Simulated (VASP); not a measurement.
Write the native input for VASP 6.6.1 that does the following.

```
Task                   : single point
Functional             : PBE
Potentials or basis    : VASP PAW PBE potentials, release 64 (Sr_sv, C)
Cutoff                 : 520 eV
k mesh                 : 4 × 6 × 6
Occupations            : gaussian, width 0.2 eV
Spin                   : no spin polarisation
Dipole correction      : no
Further INCAR settings : ALGO = Fast; EDIFF = 1e-07; NBANDS = 31
```

The structure of SrC8 lies in POSCAR:

```
SrC8
1.0
    0.0000000000      0.0000000000      4.8854999140
    4.9968105566      0.0000000000      0.0000000000
   -2.4984052783      4.3273648799      0.0000000000
Sr C
1 8
Direct
    0.5000000000      0.0000000000      0.0000000000
    0.0000000000      0.1671805655      0.3343611310
    1.0000000000      0.8328194345      0.1671805655
    0.0000000000      0.3343611310      0.1671805655
    0.0000000000      0.6656388690      0.8328194345
    0.0000000000      0.1671805655      0.8328194345
    0.0000000000      0.8328194345      0.6656388690
    1.0000000000      0.3333333333      0.6666666667
    0.0000000000      0.6666666667      0.3333333333
```

One way to write it, as run:

INCAR

```
SYSTEM = SrC8
ALGO = Fast
EDIFF = 1E-7
ENCUT = 520
GGA = PE
ISIF = 2
ISMEAR = 0
LASPH = .True.
LCHARG = .True.
LELF = .True.
LREAL = .False.
LVHAR = .True.
LWAVE = .False.
NBANDS = 31
NELM = 100
PREC = Accurate
SIGMA = 0.2
```

KPOINTS

```
k-points
0
Gamma
  4 6 6
  0 0 0
```

Potentials or basis: VASP PAW PBE potentials, release 64 (Sr_sv, C).

Command:

```bash
$ cat potpaw_PBE.64/Sr_sv/POTCAR potpaw_PBE.64/C/POTCAR > POTCAR
$ mpirun -np 1 vasp_std > vasp.out
```

Results of the run:

| Property | Result |
| --- | --- |
| Pressure | 0.3 GPa |
| Largest force | 0.041 eV/Å |
| Band gap on the k mesh | zero (bands 21 and 22 overlap by 1.61 eV) |

Wall time 3 min on 1 thread of Oxide Virtual Turin-like Processor (shared host), peak memory 0.22 GiB.
